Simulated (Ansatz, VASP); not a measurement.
# One calculation of Ge, two programs

INCAR

```
PREC = Accurate
ENCUT = 520
EDIFF = 1E-6
ISMEAR = 0
SIGMA = 0.15
LREAL = F
LASPH = T
NELM = 100
ALGO = Normal
ISIF = 2
LWAVE = F
LCHARG = F
GGA = PS
NBANDS = 36
```

KPOINTS

```
regular mesh
0
Gamma
  6 6 6
```

POSCAR

```
Ge
1.0
    0.0000000000      2.8857400000      5.1156650000
    2.6304970000      0.0000000000      5.1156650000
    2.6304970000      2.8857400000      0.0000000000
Ge
4
Direct
    0.7818670000      0.7818670000      0.2181330000
    0.2181330000      0.2181330000      0.7818670000
    0.2735100000      0.7264900000      0.2735100000
    0.7264900000      0.2735100000      0.7264900000
```

Input for Ansatz:

```yaml
crystal:
  lattice:
    - [0.0, 2.88574, 5.115665]
    - [2.630497, 0.0, 5.115665]
    - [2.630497, 2.88574, 0.0]
  atoms:
    - { symbol: Ge, position: [0.781867, 0.781867, 0.218133] }
    - { symbol: Ge, position: [0.218133, 0.218133, 0.781867] }
    - { symbol: Ge, position: [0.27351, 0.72649, 0.27351] }
    - { symbol: Ge, position: [0.72649, 0.27351, 0.72649] }
basis:
  ecutwfc: 470.0
kpoints:
  mp_grid:
    grid: [6, 6, 6]
hamiltonian:
  xc: pbesol
scf:
  occupations:
    method: gaussian
    width: 0.15
output:
  stress: true
```

Alike in both runs: task single point; functional PBEsol; k mesh 6 × 6 × 6; occupations gaussian, width 0.15 eV; no spin polarisation.

|  | VASP | Ansatz |
| --- | --- | --- |
| version | VASP 6.6.1 | Ansatz 0.2.0 |
| potentials or method | VASP PAW PBE potentials, release 64 (Ge_d), cutoff 520 eV | plane waves, PAW |
| valence electrons in the cell | 56 | 56 |

|  | VASP | Ansatz | Ansatz less VASP |
| --- | --- | --- | --- |
| pressure (GPa) | -3.5 | -3.3 | +0.17 |
| traceless stress, the component that is largest in VASP (GPa) | 1.67 | 1.68 | +0.016 |

VASP's potentials were made for PBE, not for PBEsol.
